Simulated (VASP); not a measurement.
# ScAl2 (Fd-3m) in VASP: notebook, part 2 of 2

VASP 6.6.1.

## (4) Relaxation of cell and atoms, PBEsol, target pressure 1 GPa, at which the enthalpy is minimised

This run uses another cell than the first one, of 17.59 Å³/atom.

Contents of INCAR:

```
PREC     = Accurate       # precision mode
ENCUT    = 600            # plane-wave cutoff, eV
EDIFF    = 1E-6           # SCF threshold, eV
ISMEAR   = 0              # smearing method
SIGMA    = 0.1            # smearing width, eV
LREAL    = False          # projectors in reciprocal space
LASPH    = True           # aspherical terms in the spheres
NELM     = 80             # most SCF steps
ALGO     = Fast           # electronic algorithm
ISIF     = 3              # what is computed and relaxed
LWAVE    = False          # write WAVECAR
LCHARG   = False          # write CHGCAR
GGA      = PS             # functional
IBRION   = 2              # ionic algorithm
NSW      = 70             # ionic steps
EDIFFG   = -0.008         # ionic threshold
PSTRESS  = 10.0
```

Contents of KPOINTS:

```
Automatic mesh
0
Gamma
  8 8 8
```

Contents of POSCAR:

```
ScAl2
1.0
    0.0000000000      3.7509987442      3.7509987442
    3.7509987442      0.0000000000      3.7509987442
    3.7509987442      3.7509987442      0.0000000000
Sc Al
2 4
Direct
    0.5000000000      0.5000000000      0.5000000000
    0.7500000000      0.7500000000      0.7500000000
    0.1250000000      0.1250000000      0.1250000000
    0.6250000000      0.1250000000      0.1250000000
    0.1250000000      0.6250000000      0.1250000000
    0.1250000000      0.1250000000      0.6250000000
```

Started as:

```bash
cat potpaw_PBE.64/Sc_sv/POTCAR potpaw_PBE.64/Al/POTCAR > POTCAR
mpirun -np 1 vasp_std > vasp.out
```

It took 3.3 min on 1 thread of Intel Xeon Platinum 8259CL at 2.50GHz (Skylake/Cascade Lake), shared host; peak memory 0.3 GiB.

The run converged. Its results:

```yaml
Free_energy: -32.5101 eV
Pressure_after_relaxing: 1.0 GPa
Band_gap_on_the_k_mesh: zero (bands 17 and 18 overlap by 2.41 eV)
```

Final structure:
```cif
data_structure
_symmetry_space_group_name_H-M 'P 1'
_symmetry_Int_Tables_number 1
_cell_length_a 5.3047
_cell_length_b 5.3047
_cell_length_c 5.3047
_cell_angle_alpha 60.000
_cell_angle_beta 60.000
_cell_angle_gamma 60.000
_cell_volume 105.55
loop_
_atom_site_label
_atom_site_type_symbol
_atom_site_fract_x
_atom_site_fract_y
_atom_site_fract_z
_atom_site_occupancy
Sc1 Sc 0.50000 0.50000 0.50000 1
Sc2 Sc 0.75000 0.75000 0.75000 1
Al1 Al 0.12500 0.12500 0.12500 1
Al2 Al 0.62500 0.12500 0.12500 1
Al3 Al 0.12500 0.62500 0.12500 1
Al4 Al 0.12500 0.12500 0.62500 1
```

Levels at points of the mesh, in eV from the Fermi level:
```csv
k point,band 14,band 15,band 16,band 17,band 18,band 19,band 20,band 21
"(0.00, 0.00, 0.00)",-2.41,-2.41,-2.41,-1.72,-1.72,0.37,2.21,2.21
"(0.50, 0.00, 0.00)",-1.87,-1.87,-0.35,-0.13,-0.13,1.71,1.71,1.97
"(0.50, 0.50, 0.00)",-3.57,0.27,0.27,0.68,0.83,0.84,1.06,1.07
```

Caveat: the relaxation stopped at its first step, so nothing moved; the cell is relaxed towards a set pressure, so the run minimises the enthalpy, not the energy; the PAW data sets were made with another functional, which shifts forces and pressure a little.

## (5) Relaxation of cell and atoms, PBEsol, target pressure -1 GPa, at which the enthalpy is minimised

This run uses another cell than the first one, of 17.94 Å³/atom.

Contents of INCAR:

```
PREC = Accurate
ENCUT = 600
EDIFF = 1E-7
ISMEAR = 0
SIGMA = 0.1
LREAL = False
LASPH = True
NELM = 100
ALGO = Normal
ISIF = 3
LWAVE = False
LCHARG = False
GGA = PS
IBRION = 2
NSW = 70
EDIFFG = -0.008
PSTRESS = -10.0
```

Contents of KPOINTS:

```
regular mesh
0
Gamma
  8 8 8
```

Edit POSCAR of step 4 so:

```diff
@@ -2,5 +2,5 @@
 1.0
-    0.0000000000      3.7509987442      3.7509987442
-    3.7509987442      0.0000000000      3.7509987442
-    3.7509987442      3.7509987442      0.0000000000
+    0.0000000000      3.7755953180      3.7755953180
+    3.7755953180      0.0000000000      3.7755953180
+    3.7755953180      3.7755953180      0.0000000000
 Sc Al
```

Potentials or basis: VASP PAW PBE potentials, release 64 (Sc_sv, Al).

Started as:

```bash
cat potpaw_PBE.64/Sc_sv/POTCAR potpaw_PBE.64/Al/POTCAR > POTCAR
mpirun -np 1 vasp_std > vasp.out
```

OUTCAR:

```text
PREC = Accurate
   ENCUT = 600
   EDIFF = 1E-7
   ISMEAR = 0
   LREAL = False
   LASPH = True
   NELM = 100
   ISIF = 3
   GGA = PS
   IBRION = 2
   NSW = 70
   EDIFFG = -0.008
   PSTRESS = -10.0

 ion  position               nearest neighbor table
   1  0.500  0.500  0.500-   3 3.13   5 3.13   6 3.13   3 3.13   4 3.13   6 3.13   3 3.13   4 3.13
                             5 3.13   4 3.13   5 3.13   6 3.13   2 3.27   2 3.27   2 3.27   2 3.27
   2  0.750  0.750  0.750-   4 3.13   5 3.13   6 3.13   3 3.13   4 3.13   5 3.13   3 3.13   4 3.13
                             6 3.13   3 3.13   5 3.13   6 3.13   1 3.27   1 3.27   1 3.27   1 3.27
   3  0.125  0.125  0.125-   4 2.67   5 2.67   6 2.67   6 2.67   5 2.67   4 2.67   1 3.13   2 3.13
                             1 3.13   2 3.13   1 3.13   2 3.13
   4  0.625  0.125  0.125-   3 2.67   6 2.67   5 2.67   3 2.67   5 2.67   6 2.67   2 3.13   1 3.13
                             1 3.13   2 3.13   2 3.13   1 3.13
   5  0.125  0.625  0.125-   3 2.67   6 2.67   3 2.67   4 2.67   6 2.67   4 2.67   2 3.13   1 3.13
                             2 3.13   2 3.13   1 3.13   1 3.13
   6  0.125  0.125  0.625-   3 2.67   3 2.67   4 2.67   5 2.67   5 2.67   4 2.67   1 3.13   2 3.13
                             1 3.13   2 3.13   1 3.13   2 3.13

  LATTYP: Found a face centered cubic cell.
 ALAT       =     7.5511906360

  Lattice vectors:

 A1 = (   0.0000000000,   3.7755953180,   3.7755953180)
 A2 = (   3.7755953180,   0.0000000000,   3.7755953180)
 A3 = (   3.7755953180,   3.7755953180,   0.0000000000)
[... 194 lines left out ...]
  -------------------------------------------------------------------------------------
  Total       -0.5003555     -0.5003555     -0.5003555     -0.0000000     -0.0000000      0.0000000
  in kB       -7.4473701     -7.4473701     -7.4473701     -0.0000000     -0.0000000      0.0000000
  external PRESSURE =       2.5526299 kB  Pullay stress =     -10.0000000 kB
[... 71 lines left out ...]
--------------------------------------- Ionic step        3  -------------------------------------------

 number of electron      33.9999998 magnetization

 Free energy of the ion-electron system (eV)
  ---------------------------------------------------
  ext. energy  EPLUGINS =         0.00000000
  ---------------------------------------------------
  free energy    TOTEN  =       -32.51061547 eV

  energy without entropy =      -32.48510366  energy(sigma->0) =      -32.49785956

 E-fermi :   6.4221     XC(G=0): -10.4004

 val. band max:        6.3739950214   @ k =   0.5000   0.3750   0.1250
 cond. band min:       6.4346905041   @ k =   0.3750   0.1250   0.0000
 fundamental gap:      0.0606954827
 Fermi energy:         6.4220776636

 k-point     1 :       0.0000    0.0000    0.0000
  band No.  band energies     occupation
      1     -42.6978      2.00000
      2     -42.6578      2.00000
      3     -21.4727      2.00000
      4     -21.4727      2.00000
      5     -21.4727      2.00000
      6     -21.3640      2.00000
[... 565 lines left out ...]
     20       7.8553      0.00000
     21       8.0170      0.00000

 [... further k-points ...]

------------------------ aborting loop because EDIFF is reached ----------------------------------------

  FORCE on cell =-STRESS in cart. coord.  units (eV):
  Direction    XX          YY          ZZ          XY          YZ          ZX
  --------------------------------------------------------------------------------------
  -------------------------------------------------------------------------------------
  Total       -0.6726753     -0.6726753     -0.6726753      0.0000000     -0.0000000      0.0000000
  in kB       -9.9831850     -9.9831850     -9.9831850      0.0000000     -0.0000000      0.0000000
  external PRESSURE =       0.0168150 kB  Pullay stress =     -10.0000000 kB
[... 25 lines left out ...]
  energy  without entropy=      -32.4851036575  energy(sigma->0) =      -32.49785956

  enthalpy is  TOTEN    =       -33.1844237882 eV   P V=       -0.6738083214

 reached required accuracy - stopping structural energy minimisation
```

CONTCAR:

```text
ScAl2
   1.00000000000000
    -0.0000000000000000    3.7792502657726783    3.7792502657726783
     3.7792502657726783   -0.0000000000000000    3.7792502657726783
     3.7792502657726783    3.7792502657726783   -0.0000000000000000
  Sc              Al
     2     4
Direct
     0.5000000000000000    0.5000000000000000    0.5000000000000000
     0.7500000000000000    0.7500000000000000    0.7500000000000000
     0.1250000000000000    0.1250000000000000    0.1250000000000000
     0.6250000000000000    0.1250000000000000    0.1250000000000000
     0.1250000000000000    0.6250000000000000    0.1250000000000000
     0.1250000000000000    0.1250000000000000    0.6250000000000000

  0.00000000E+00  0.00000000E+00  0.00000000E+00
  0.00000000E+00  0.00000000E+00  0.00000000E+00
  0.00000000E+00  0.00000000E+00  0.00000000E+00
  0.00000000E+00  0.00000000E+00  0.00000000E+00
  0.00000000E+00  0.00000000E+00  0.00000000E+00
  0.00000000E+00  0.00000000E+00  0.00000000E+00
```

Wall time 4 min (1 thread of Intel Xeon Platinum 8259CL at 2.50GHz (Skylake/Cascade Lake), shared host); peak memory 0.36 GiB.

What came out:

```
Free energy                                                : -32.5106 eV
Relaxed volume                                             : 17.99 Å³/atom
Relaxed cell                                               : a = 5.345 Å, b = 5.345 Å, c = 5.345 Å, α = 60.00°, β = 60.00°, γ = 60.00°
Space group after relaxing (to 0.1 Å)                      : Fd-3m (No. 227)
Energy change on relaxing (the run minimises the enthalpy) : +0.3 meV/atom
Ionic steps                                                : 3
Pressure after relaxing                                    : -1.0 GPa
Band gap on the k mesh                                     : zero (bands 17 and 18 overlap by 2.36 eV)
```

The path:
```
step  energy change (eV)  largest force (eV/Å)  pressure (GPa)  volume (Å³)
   1              0.0000                0.0000           -0.74       107.64
   2              0.0026                0.0000           -1.11       108.09
   3              0.0017                0.0000           -1.00       107.96
```

Final structure:
```yaml
crystal:
  lattice:
    - [0.00000, 3.77925, 3.77925]
    - [3.77925, 0.00000, 3.77925]
    - [3.77925, 3.77925, 0.00000]
  atoms:
    - { symbol: Sc, position: [0.50000, 0.50000, 0.50000] }
    - { symbol: Sc, position: [0.75000, 0.75000, 0.75000] }
    - { symbol: Al, position: [0.12500, 0.12500, 0.12500] }
    - { symbol: Al, position: [0.62500, 0.12500, 0.12500] }
    - { symbol: Al, position: [0.12500, 0.62500, 0.12500] }
    - { symbol: Al, position: [0.12500, 0.12500, 0.62500] }
```

Levels at points of the mesh, in eV from the Fermi level:
| k point | band 14 | band 15 | band 16 | band 17 | band 18 | band 19 | band 20 | band 21 |
| --- | --- | --- | --- | --- | --- | --- | --- | --- |
| (0.00, 0.00, 0.00) | -2.41 | -2.41 | -2.41 | -1.69 | -1.69 | 0.34 | 2.12 | 2.12 |
| (0.50, 0.00, 0.00) | -1.85 | -1.85 | -0.35 | -0.13 | -0.13 | 1.67 | 1.67 | 1.95 |
| (0.50, 0.50, 0.00) | -3.53 | 0.27 | 0.27 | 0.67 | 0.67 | 0.83 | 0.83 | 1.06 |

Caveat: the cell is relaxed towards a set pressure, so the run minimises the enthalpy, not the energy; the PAW data sets were made with another functional, which shifts forces and pressure a little.

## (6) Relaxation of cell and atoms, PBEsol, target pressure 90 GPa, at which the enthalpy is minimised

This run uses another cell than the first one, of 12.15 Å³/atom.

Contents of INCAR:

```
SYSTEM = ScAl2
  ALGO = Normal
  EDIFF = 1E-7
  EDIFFG = -0.008
  ENCUT = 600
  GGA = PS
  IBRION = 2
  ISIF = 3
  ISMEAR = 0
  LASPH = .True.
  LCHARG = .False.
  LREAL = .False.
  LWAVE = .False.
  NELM = 100
  NSW = 70
  PREC = Accurate
  PSTRESS = 900.0
  SIGMA = 0.1
```

Contents of KPOINTS:

```
k-points
0
Gamma
  10 10 10
  0 0 0
```

Edit POSCAR of step 5 so:

```diff
@@ -2,5 +2,5 @@
 1.0
-    0.0000000000      3.7755953180      3.7755953180
-    3.7755953180      0.0000000000      3.7755953180
-    3.7755953180      3.7755953180      0.0000000000
+    0.0000000000      3.3159575627      3.3159575627
+    3.3159575627      0.0000000000      3.3159575627
+    3.3159575627      3.3159575627      0.0000000000
 Sc Al
```

Potentials or basis: VASP PAW PBE potentials, release 64 (Sc_sv, Al).

Started as:

```bash
cat potpaw_PBE.64/Sc_sv/POTCAR potpaw_PBE.64/Al/POTCAR > POTCAR
mpirun -np 1 vasp_std > vasp.out
```

Wall time 6.5 min (1 thread of Intel Xeon Platinum 8259CL at 2.50GHz (Skylake/Cascade Lake), shared host); peak memory 0.3 GiB.

The run converged. Its results:

| Property | Result |
| --- | --- |
| Free energy | -25.1894 eV |
| Relaxed volume | 11.65 Å³/atom |
| Relaxed cell | a = 4.623 Å, b = 4.623 Å, c = 4.623 Å, α = 60.00°, β = 60.00°, γ = 60.00° |
| Space group after relaxing (to 0.1 Å) | Fd-3m (No. 227) |
| Energy change on relaxing (the run minimises the enthalpy) | +260.2 meV/atom |
| Ionic steps | 4 |
| Pressure after relaxing | 89.9 GPa |
| Band gap on the k mesh | zero (bands 17 and 18 overlap by 3.28 eV) |

Step by step:
```tsv
step	energy change (eV)	largest force (eV/Å)	pressure (GPa)	volume (Å³)
1	0.0000	0.0000	74.58	72.92
2	7.8904	0.0000	150.39	61.26
3	1.4769	0.0000	89.12	70.02
4	1.5611	0.0000	89.93	69.87
```

Final structure:
```
Sc Al
1.0
     0.00000    3.26909    3.26909
     3.26909    0.00000    3.26909
     3.26909    3.26909    0.00000
Sc Al
2 4
Cartesian
  3.2691 3.2691 3.2691
  4.9036 4.9036 4.9036
  0.8173 0.8173 0.8173
  0.8173 2.4518 2.4518
  2.4518 0.8173 2.4518
  2.4518 2.4518 0.8173
```

Levels at points of the mesh, in eV from the Fermi level:
```
           k point  band 15  band 16  band 17  band 18  band 19  band 20
(0.00, 0.00, 0.00)    -2.55    -2.50    -2.50    -2.50     1.05     3.59
(0.50, 0.00, 0.00)    -2.04    -0.45    -0.13    -0.13     2.22     2.22
(0.50, 0.50, 0.00)     0.10     0.10     0.78     0.78     0.91     0.91
```

Caveat: the cell is relaxed towards a set pressure, so the run minimises the enthalpy, not the energy; the PAW data sets were made with another functional, which shifts forces and pressure a little.

## (7) Summary

```tsv
cell	k mesh	gap on the mesh (eV)	pressure (GPa)
relaxed to 12 GPa from a = 5.134 Å, angles 60.0°, 6 atoms	8 × 8 × 8	none	12.0
relaxed to 4 GPa from a = 5.251 Å, angles 60.0°, 6 atoms	8 × 8 × 8	none	4.0
relaxed to 1 GPa from a = 5.305 Å, angles 60.0°, 6 atoms	8 × 8 × 8	none	1.0
relaxed to -1 GPa from a = 5.339 Å, angles 60.0°, 6 atoms	8 × 8 × 8	none	-1.0
relaxed to 90 GPa from a = 4.689 Å, angles 60.0°, 6 atoms	10 × 10 × 10	none	89.9
```

Alike in all rows: task relaxation of cell and atoms; level PBEsol; potentials or basis VASP PAW PBE potentials, release 64 (Sc_sv, Al); no spin polarisation; cutoff (eV) 600; smearing gaussian 0.1 eV.

Caveats: the cell is relaxed towards a set pressure, so the run minimises the enthalpy, not the energy; the PAW data sets were made with another functional, which shifts forces and pressure a little; the relaxation stopped at its first step, so nothing moved (at least some runs).

Absolute energies hang on the potentials; compare differences alone.

The gap in the log of VASP goes by the Fermi energy; the results here count the filled bands.